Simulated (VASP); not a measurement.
Wanted: the native input for a VASP 6.6.1 run.

| Quantity | Value |
| --- | --- |
| Task | relaxation of cell and atoms |
| Functional | PBEsol |
| Potentials or basis | VASP PAW PBE potentials, release 64 (In_d, P) |
| Cutoff | 600 eV |
| k mesh | 8 × 8 × 8 |
| Occupations | fermi-dirac, width 0.02 eV |
| Spin | no spin polarisation |
| Dipole correction | no |
| Further INCAR settings | ALGO = Normal; EDIFF = 1e-06; IBRION = 2; EDIFFG = -0.01; NSW = 80; ISIF = 3 |

The structure of InP lies in POSCAR:

```
InP
1.0
    0.0000000000      2.9305000000      2.9305000000
    2.9305000000      0.0000000000      2.9305000000
    2.9305000000      2.9305000000      0.0000000000
In P
1 1
Direct
    0.0000000000      0.0000000000      0.0000000000
    0.2500000000      0.2500000000      0.2500000000
```

One way to write it, as run:

INCAR

```
SYSTEM = InP
PREC = Accurate ; ENCUT = 600
EDIFF = 1E-6 ; ISMEAR = -1
SIGMA = 0.02 ; LREAL = .FALSE.
LASPH = .TRUE. ; NELM = 100
ALGO = Normal ; ISIF = 3
LWAVE = .FALSE. ; LCHARG = .FALSE.
GGA = PS ; IBRION = 2
NSW = 80 ; EDIFFG = -0.01
```

KPOINTS

```
regular mesh
0
G
  8 8 8
  0 0 0
```

Potentials or basis: VASP PAW PBE potentials, release 64 (In_d, P).

Launch:

```bash
$ cat potpaw_PBE.64/In_d/POTCAR potpaw_PBE.64/P/POTCAR > POTCAR
$ mpirun -np 1 vasp_std > vasp.out
```

It gave:

```json
{"Relaxed volume": "25.39 Å³/atom", "Relaxed cell": "a = 4.157 Å, b = 4.157 Å, c = 4.157 Å, α = 60.00°, β = 60.00°, γ = 60.00°", "Space group after relaxing (to 0.05 Å)": "F-43m (No. 216)", "Energy gained by relaxing": "0.4 meV/atom", "Ionic steps": "3", "Pressure after relaxing": "0.0 GPa", "Band gap on the k mesh": "0.57 eV, direct"}
```

Caveat: the PAW data sets were made with another functional, which shifts forces and pressure a little; spin-orbit coupling is left out, which moves the levels of the heavy elements.

Wall time 56 s on 1 thread of Intel(R) Xeon(R) Platinum 8175M CPU @ 2.50GHz (Skylake/Cascade Lake), on a shared host, peak memory 0.23 GiB.
